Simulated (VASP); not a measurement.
# LiF (P1) in VASP: relaxation of cell and atoms with PBE

Aim: the relaxation of cell and atoms of LiF with PBE.

All numbers are computed with VASP 6.6.1; they aren't measurements. Logs are shortened: lines on timing, memory, paths and dates and some standing lists are left out, and cuts for length are marked.

**1. The cell of the first run**

The typed cell holds 4 atoms: a = 2.862 Å, b = 2.899 Å, c = 4.996 Å, α = 73.57°, β = 72.62°, γ = 60.67°.

**2. Relaxation of cell and atoms, PBE**

INCAR reads:

```
ALGO = Normal
EDIFF = 1E-6
EDIFFG = -0.025
ENCUT = 600
GGA = PE
IBRION = 2
ISIF = 3
ISMEAR = 0
LASPH = True
LCHARG = False
LREAL = False
LWAVE = False
NELM = 60
NSW = 80
PREC = Accurate
SIGMA = 0.1
```

KPOINTS reads:

```
k-points
0
Gamma
  6 6 6
```

POSCAR reads:

```
LiF
1.0
   -0.0164455928      2.0326638515      2.0150083097
    2.0644902490      2.0350701823     -0.0188519236
   -2.0575771556      4.0820791946     -2.0153142086
Li F
2 2
Direct
    0.7830725395      0.7629209312      0.7602226205
    0.2397231509      0.3412921735      0.2409274029
    0.4575743799      0.4495752246      0.5045828721
    0.0196299297      0.9462116707      0.9942671046
```

Potentials or basis: VASP PAW PBE potentials, release 64 (Li_sv, F).

On the command line:

```
$ cat potpaw_PBE.64/Li_sv/POTCAR potpaw_PBE.64/F/POTCAR > POTCAR
$ mpirun -np 1 vasp_std > vasp.out
```

OUTCAR:

```text
EDIFF = 1E-6
   EDIFFG = -0.025
   ENCUT = 600
   GGA = PE
   IBRION = 2
   ISIF = 3
   ISMEAR = 0
   LASPH = True
   LREAL = False
   NELM = 60
   NSW = 80
   PREC = Accurate

 ion  position               nearest neighbor table
   1  0.783  0.763  0.760-   4 1.81   3 1.91   3 1.98   4 2.03   4 2.18
   2  0.240  0.341  0.241-   3 1.77   4 1.77   4 2.11   3 2.15
   3  0.458  0.450  0.505-   2 1.77   1 1.91   1 1.98   2 2.15
   4  0.020  0.946  0.994-   2 1.77   1 1.81   1 2.03   2 2.11   1 2.18

  Warning from LATTYP: Got some problem with cell dimensions!
  Tried to take original basis but could not verify dimensions!
  LATTYP: Found a triclinic cell.
 ALAT       =     2.9097916105
 B/A-ratio  =     0.9962785351
 C/A-ratio  =     1.7048742024
 COS(alpha) =     0.0022798547
 COS(beta)  =     0.2739581975
 COS(gamma) =     0.5144180839

  Lattice vectors:

 A1 = (  -2.0809358418,  -0.0024063308,   2.0338602333)
 A2 = (  -2.0644902490,  -2.0350701823,   0.0188519236)
 A3 = (   2.0411315628,  -2.0494153431,   4.0303225183)

Analysis of symmetry for initial positions (statically):
=====================================================================
 Subroutine PRICEL returns:
 Original cell was already a primitive cell.

 Routine SETGRP: Setting up the symmetry group for a
 triclinic supercell.

 Subroutine GETGRP returns: Found  1 space group operations
 (whereof  1 operations were pure point group operations)
 out of a pool of  2 trial point group operations.

The static configuration has the point symmetry C_1 .

Analysis of symmetry for dynamics (positions and initial velocities):
=====================================================================
 Subroutine PRICEL returns:
 Original cell was already a primitive cell.

 Routine SETGRP: Setting up the symmetry group for a
 triclinic supercell.

 Subroutine GETGRP returns: Found  1 space group operations
 (whereof  1 operations were pure point group operations)
 out of a pool of  2 trial point group operations.

The dynamic configuration has the point symmetry C_1 .

 Subroutine INISYM returns: Found  1 space group operations
 (whereof  1 operations are pure point group operations),
 and found     1 'primitive' translations

----------------------------------------------------------------------------------------

                                     Primitive cell

  volume of cell :      34.0209

  direct lattice vectors                    reciprocal lattice vectors
    -0.016445593  2.032663852  2.015008310    -0.118290540  0.123435466  0.370793425
     2.064490249  2.035070182 -0.018851924     0.362185577  0.122841486 -0.120961830
    -2.057577156  4.082079195 -2.015314209    -0.121660590  0.122267629 -0.124331880

  length of vectors
     2.862210907  2.898962923  4.995846841     0.408309601  0.401123655  0.212624290

  position of ions in fractional coordinates (direct lattice)
     0.783072539  0.762920931  0.760222621
     0.239723151  0.341292174  0.240927403
     0.457574380  0.449575225  0.504582872
     0.019629930  0.946211671  0.994267105

  ion indices of the primitive-cell ions
   primitive index   ion index
                 1           1
                 2           2
                 3           3
                 4           4

----------------------------------------------------------------------------------------

 KPOINTS: k-points

Automatic generation of k-mesh.
 Grid dimensions read from file:
 generate k-points for:    6    6    6

 Generating k-lattice:

  Cartesian coordinates                     Fractional coordinates (reciprocal lattice)
    -0.019715090  0.020572578  0.061798904     0.166666667 -0.000000000  0.000000000
     0.060364263  0.020473581 -0.020160305    -0.000000000  0.166666667 -0.000000000
    -0.020276765  0.020377938 -0.020721980    -0.000000000 -0.000000000  0.166666667

  Length of vectors
     0.068051600  0.066853943  0.035437382

  Shift w.r.t. Gamma in fractional coordinates (k-lattice)
     0.000000000  0.000000000  0.000000000

 Subroutine IBZKPT returns following result:
 ===========================================

 Found    112 irreducible k-points:

 Following reciprocal coordinates:
            Coordinates               Weight
  0.000000  0.000000  0.000000      1.000000
  0.166667  0.000000 -0.000000      2.000000
  0.333333 -0.000000  0.000000      2.000000
  0.500000 -0.000000  0.000000      1.000000
  0.000000  0.166667  0.000000      2.000000
  0.166667  0.166667  0.000000      2.000000
[... 16 lines left out ...]
  0.333333 -0.000000  0.166667      2.000000
  0.500000 -0.000000  0.166667      2.000000
 [... further k-points ...]
   k-points           NKPTS =    112   k-points in BZ     NKDIM =    112   number of bands    NBANDS=     14
   number of dos      NEDOS =    301   number of ions     NIONS =      4
   total plane-waves  NPLWV =  23040
   dimension x,y,z NGX =    24 NGY =   24 NGZ =   40
   dimension x,y,z NGXF=    48 NGYF=   48 NGZF=   80
   ions per type =               2   2
   NGX,Y,Z   is equivalent  to a cutoff of  13.94, 13.76, 13.31 a.u.
   NGXF,Y,Z  is equivalent  to a cutoff of  27.88, 27.53, 26.62 a.u.
 SYSTEM =  unknown system
   PREC   = accura    normal or accurate (medium, high low for compatibility)
   ISTART =      0    job   : 0-new  1-cont  2-samecut
   ICHARG =      2    charge: 1-file 2-atom 10-const
   ISPIN  =      1    spin polarized calculation?
   LNONCOLLINEAR =      F non collinear calculations
   LSORBIT =      F    spin-orbit coupling
   LASPH  =      T    aspherical Exc in radial PAW
   ENCUT  =  600.0 eV  44.10 Ry    6.64 a.u.   5.72  5.79  9.98*2*pi/ulx,y,z
   NELM   =     60;   NELMIN=  2; NELMDL= -5     # of ELM steps
   EDIFF  = 0.1E-05   stopping-criterion for ELM
   LREAL  =      F    real-space projection
   EDIFFG = -.3E-01   stopping-criterion for IOM
   NSW    =     80    number of steps for IOM
   IBRION =      2    ionic relax: 0-MD 1-quasi-New 2-CG
   NFREE  =      1    steps in history (QN), initial steepest desc. (CG)
   ISIF   =      3    stress and relaxation
   ISYM   =      2    0-nonsym 1-usesym 2-fastsym
   POTIM  = 0.5000    time-step for ionic-motion
   TEBEG  =    0.0;   TEEND  =   0.0 temperature during run
   PSTRESS=    0.0 pullay stress
   NELECT =      20.0000    total number of electrons
   NUPDOWN=      -1.0000    fix difference up-down
   EMIN   =  10.00;   EMAX   =-10.00  energy-range for DOS
   EFERMI =   0.00;   METHOD = LEGACY
   ISMEAR =     0;   SIGMA  =   0.10  broadening in eV -4-tet -1-fermi 0-gaus
   EFERMI_NEDOS =   21; number of points for ismear=-14 and -15
   IALGO  =     38    algorithm
   IMIX   =      4    mixing-type and parameters
     AMIX     =   0.40;   BMIX     =  1.00
     AMIX_MAG =   1.60;   BMIX_MAG =  1.00
  volume/ion in A,a.u.               =       8.51        57.40
  Fermi-wavevector in a.u.,A,eV,Ry     =   1.371417  2.591603 25.589631  1.880785
  Thomas-Fermi vector in A             =   2.497116
   LORBIT       =      0    0 simple, 1 ext, 2 COOP (PROOUT), +10 PAW based schemes
   GGA     = PE    functional components
   LHFCALC =     F    Hartree Fock is set to
   AEXX    =    0.0000 exact exchange contribution
   IVDW    =     0    specifies the selected vdW correction
   LEPSILON=     F    determine dielectric tensor
   LRPA    =     F    only Hartree local field effects (RPA)
 conjugate gradient relaxation of ions
 non-spin polarized calculation
 Gauss-broadening in eV      SIGMA  =   0.10
  energy-cutoff  :      600.00
  volume of cell :       34.02
 maximum number of plane-waves:      1152
   NGX = 11   NGY = 11   NGZ = 19

--------------------------------------- Ionic step        1  -------------------------------------------

 number of electron      20.0000004 magnetization

 Free energy of the ion-electron system (eV)
  ---------------------------------------------------
  ext. energy  EPLUGINS =         0.00000000
  ---------------------------------------------------
  free energy    TOTEN  =       -19.05394494 eV

  energy without entropy =      -19.05394494  energy(sigma->0) =      -19.05394494

------------------------ aborting loop because EDIFF is reached ----------------------------------------

  FORCE on cell =-STRESS in cart. coord.  units (eV):
  Direction    XX          YY          ZZ          XY          YZ          ZX
  --------------------------------------------------------------------------------------
  -------------------------------------------------------------------------------------
  Total        0.8451314      1.5305725     -0.0819116     -0.2467191     -0.0050327      0.2130440
  in kB       39.8005447     72.0806468     -3.8575360    -11.6189689     -0.2370094     10.0330741
  external PRESSURE =      36.0078852 kB  Pullay stress =       0.0000000 kB
[... 95 lines left out ...]
  FREE ENERGIE OF THE ION-ELECTRON SYSTEM (eV)
  ---------------------------------------------------
  free  energy   TOTEN  =       -19.1911936555 eV

  energy  without entropy=      -19.1911936555  energy(sigma->0) =      -19.19119366

[... ionic steps 4 to 9 ...]

--------------------------------------- Ionic step       10  -------------------------------------------

 number of electron      20.0000002 magnetization

------------------------ aborting loop because EDIFF is reached ----------------------------------------
[... 71 lines left out ...]
--------------------------------------- Ionic step       12  -------------------------------------------

 number of electron      20.0000004 magnetization

 Free energy of the ion-electron system (eV)
  ---------------------------------------------------
  ext. energy  EPLUGINS =         0.00000000
  ---------------------------------------------------
  free energy    TOTEN  =       -19.28909680 eV

  energy without entropy =      -19.28909680  energy(sigma->0) =      -19.28909680

 E-fermi :  -0.6088     XC(G=0):  -9.8975

 val. band max:       -1.1259403626   @ k =   0.0000   0.0000   0.0000
 cond. band min:       7.8040685453   @ k =   0.0000   0.0000   0.0000
 fundamental gap:      8.9300089079
 Fermi energy:        -0.6088354792

 k-point     1 :       0.0000    0.0000    0.0000
  band No.  band energies     occupation
      1     -42.0834      2.00000
      2     -42.0296      2.00000
      3     -21.0544      2.00000
      4     -20.6344      2.00000
      5      -3.5934      2.00000
      6      -1.3514      2.00000
      7      -1.3472      2.00000
      8      -1.1315      2.00000
      9      -1.1276      2.00000
     10      -1.1259      2.00000
     11       7.8041      0.00000
     12       9.5550      0.00000
     13      15.3924      0.00000
     14      17.6487      0.00000
[... 377 lines left out ...]
      1     -42.0261      2.00000
      2     -42.0191      2.00000
      3     -20.5728      2.00000
      4     -20.4470      2.00000
      5      -3.6768      2.00000
      6      -3.4496      2.00000
      7      -2.2886      2.00000
      8      -1.9223      2.00000
      9      -1.9173      2.00000
     10      -1.5452      2.00000
     11      10.6398      0.00000
     12      12.7052      0.00000
     13      14.6045      0.00000
     14      14.8312      0.00000

 [... further k-points ...]

------------------------ aborting loop because EDIFF is reached ----------------------------------------

  FORCE on cell =-STRESS in cart. coord.  units (eV):
  Direction    XX          YY          ZZ          XY          YZ          ZX
  --------------------------------------------------------------------------------------
  -------------------------------------------------------------------------------------
  Total        0.0064693      0.0095238     -0.0080203      0.0095280      0.0029061      0.0004729
  in kB        0.3116352      0.4587759     -0.3863491      0.4589777      0.1399900      0.0227825
  external PRESSURE =       0.1280207 kB  Pullay stress =       0.0000000 kB
[... 19 lines left out ...]
  FREE ENERGIE OF THE ION-ELECTRON SYSTEM (eV)
  ---------------------------------------------------
  free  energy   TOTEN  =       -19.2890968037 eV

  energy  without entropy=      -19.2890968037  energy(sigma->0) =      -19.28909680

 reached required accuracy - stopping structural energy minimisation
```

Wall time 2 min (1 thread of Intel Xeon 6975P-C (Granite Rapids), shared host); peak memory 0.19 GiB.

What came out:

* Free energy: -19.2891 eV
* Relaxed volume: 8.31 Å³/atom
* Relaxed cell: a = 2.866 Å, b = 2.863 Å, c = 4.963 Å, α = 73.23°, β = 73.29°, γ = 60.03°
* Space group after relaxing (to 0.1 Å): Fm-3m (No. 225)
* Energy gained by relaxing: 58.8 meV/atom
* Ionic steps: 12
* Pressure after relaxing: 0.0 GPa
* Largest force after relaxing: 0.011 eV/Å
* Band gap on the k mesh: 8.93 eV

Forces in eV/Å, atoms in the order of the input:
```
Li  -0.001  0.002  0.001
Li   0.007  0.007  0.001
F    0.002 -0.006 -0.009
F   -0.008 -0.004  0.006
```

The path:
```csv
step,energy change (eV),largest force (eV/Å),pressure (GPa),volume (Å³)
1,0.0000,0.8597,3.60,34.02
2,-0.0997,0.4988,0.01,34.97
3,-0.1372,0.3302,-3.27,36.27
4,-0.1691,0.2530,-2.26,35.34
5,-0.1957,0.2285,0.63,33.47
6,-0.2124,0.1956,0.86,33.19
7,-0.2253,0.1291,1.42,32.67
8,-0.2334,0.0703,-0.28,33.42
9,-0.2335,0.0673,-0.39,33.48
10,-0.2347,0.0382,-0.06,33.31
11,-0.2349,0.0290,0.09,33.23
12,-0.2352,0.0107,0.01,33.26
```

Final structure:
```
Li F
1.0
    -0.00089    2.02455    2.02801
     2.02434    2.02404    0.00070
    -2.02545    4.05121   -2.02842
Li F
2 2
Direct
  0.74961 0.75038 0.74997
  0.24992 0.24863 0.25001
  0.50152 0.49949 0.50000
  0.99895 0.00150 0.00003
```

Caveat: the k points lie up to 0.43 Å⁻¹ apart in the final cell; the cutoff is under 1.25 times the usual one of these potentials, so pressure, stress and relaxed cells hold a basis-set (Pulay) error.
